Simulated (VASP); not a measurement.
Wanted: the native input for a VASP 6.6.1 run.

```yaml
Task: single point
Functional: r2SCAN
Potentials_or_basis: VASP PAW PBE potentials, release 64 (Ga_d, N_h)
Cutoff: 1460 eV
k_mesh: 8 × 8 × 4
Occupations: gaussian, width 0.01 eV
Spin: no spin polarisation
Dipole_correction: no
Further_INCAR_settings: ALGO = Normal; EDIFF = 1e-06; NBANDS = 26
```

Crystal: GaN.

```xyz
4
Lattice="3.1513 0.0000 0.0000 -1.5756 2.7291 0.0000 0.0000 0.0000 5.2081" Properties=species:S:1:pos:R:3 pbc="T T T"
Ga    0.0000    1.8194    0.0019
Ga    1.5756    0.9097    2.6059
N     0.0000    1.8194    1.9512
N     1.5756    0.9097    4.5552
```

This cell differs from its parent crystal: film at in-plane strain -0.01.

These files were run (other wordings do the same):

POSCAR

```
GaN
1.0
    3.1512715326      0.0000000000      0.0000000000
   -1.5756357663      2.7290812015      0.0000000000
    0.0000000000      0.0000000000      5.2081262613
Ga N
2 2
Direct
    0.3333333333      0.6666666667      0.0003592409
    0.6666666667      0.3333333333      0.5003592409
    0.3333333333      0.6666666667      0.3746407591
    0.6666666667      0.3333333333      0.8746407591
```

INCAR.step1

```
PREC     = Accurate       # precision mode
ENCUT    = 1460           # plane-wave cutoff, eV
ISMEAR   = 0              # smearing method
SIGMA    = 0.01           # smearing width, eV
LREAL    = F              # projectors in reciprocal space
LASPH    = T              # aspherical terms in the spheres
NELM     = 120            # most SCF steps
NBANDS   = 26             # bands
GGA      = PE             # functional
ALGO     = Normal         # electronic algorithm
EDIFF    = 1E-5           # SCF threshold, eV
LWAVE    = T              # write WAVECAR
LCHARG   = F              # write CHGCAR
GGA_COMPAT= F
```

INCAR.step2

```
PREC     = Accurate       # precision mode
ENCUT    = 1460           # plane-wave cutoff, eV
EDIFF    = 1E-6           # SCF threshold, eV
ISMEAR   = 0              # smearing method
SIGMA    = 0.01           # smearing width, eV
LREAL    = F              # projectors in reciprocal space
LASPH    = T              # aspherical terms in the spheres
NELM     = 120            # most SCF steps
ALGO     = Normal         # electronic algorithm
ISIF     = 2              # what is computed and relaxed
LWAVE    = F              # write WAVECAR
LCHARG   = F              # write CHGCAR
METAGGA  = R2SCAN         # meta-GGA
LMIXTAU  = T            
NBANDS   = 26             # bands
ISTART   = 1            
GGA_COMPAT= F
```

KPOINTS

```
Automatic mesh
0
Gamma
  8 8 4
```

Potentials or basis: VASP PAW PBE potentials, release 64 (Ga_d, N_h).

Command:

```bash
$ cat potpaw_PBE.64/Ga_d/POTCAR potpaw_PBE.64/N_h/POTCAR > POTCAR
$ cp INCAR.step1 INCAR
$ mpirun -np 1 vasp_std > vasp.out
$ cp INCAR.step2 INCAR
$ mpirun -np 1 vasp_std > vasp.out
```

Results of the run:

The pressure is 4.2 GPa, the largest force is 0.005 eV/Å and the band gap on the k mesh is 2.39 eV.

Caveat: the cell differs from its parent crystal (film at in-plane strain -0.01); the cell stands under pressure; the PAW data sets were made with another functional, which shifts forces and pressure a little.

Wall time 7 min on 1 thread of Intel(R) Xeon(R) Platinum 8375C CPU @ 2.90GHz (Ice Lake), with other jobs on the host, peak memory 0.45 GiB.
